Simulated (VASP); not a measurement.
A run of VASP 6.6.1 is set up as follows.

Contents of INCAR:

```
SYSTEM = Be3Co
ALGO     = Normal         ! electronic algorithm
EDIFF    = 1E-7           ! SCF threshold, eV
ENCUT    = 520            ! plane-wave cutoff, eV
ISIF     = 2              ! what is computed and relaxed
ISMEAR   = 1              ! smearing method
ISPIN    = 2              ! spin polarisation
LASPH    = .TRUE.         ! aspherical terms in the spheres
LCHARG   = .FALSE.        ! write CHGCAR
LMAXMIX  = 4              ! l up to which the mixer works
LORBIT   = 11             ! projections on sites
LREAL    = .FALSE.        ! projectors in reciprocal space
LWAVE    = .FALSE.        ! write WAVECAR
MAGMOM   = 0.12 0.12 0.09 1.47 ! initial moments
NBANDS   = 20             ! bands
NELM     = 150            ! most SCF steps
NUPDOWN  = 2.0            ! fixed moment
PREC     = Accurate       ! precision mode
SIGMA    = 0.15           ! smearing width, eV
```

Contents of KPOINTS:

```
k-points
0
G
  10 10 10
  0 0 0
```

File POSCAR:

```
Be3Co
1.0
   -1.5462136300      1.5462136300      3.4937730100
    1.5462136300     -1.5462136300      3.4937730100
    1.5462136300      1.5462136300     -3.4937730100
Be Co
3 1
Direct
    0.7499999993      0.2499999993      0.5000000000
    0.2499999993      0.7499999993      0.5000000000
    0.5000000000      0.5000000000      0.0000000000
    0.0000000000      0.0000000000      0.0000000000
```

Potentials or basis: VASP PAW LDA potentials, release 64 (Be, Co).

Launch:

```bash
$ cat potpaw_LDA.64/Be/POTCAR potpaw_LDA.64/Co/POTCAR > POTCAR
$ mpirun -np 1 vasp_std > vasp.out
```

(1) What does it give for the pressure?

Results:

(1) -3.3 GPa.

Caveat: the total moment is fixed, so each spin has its own Fermi level.
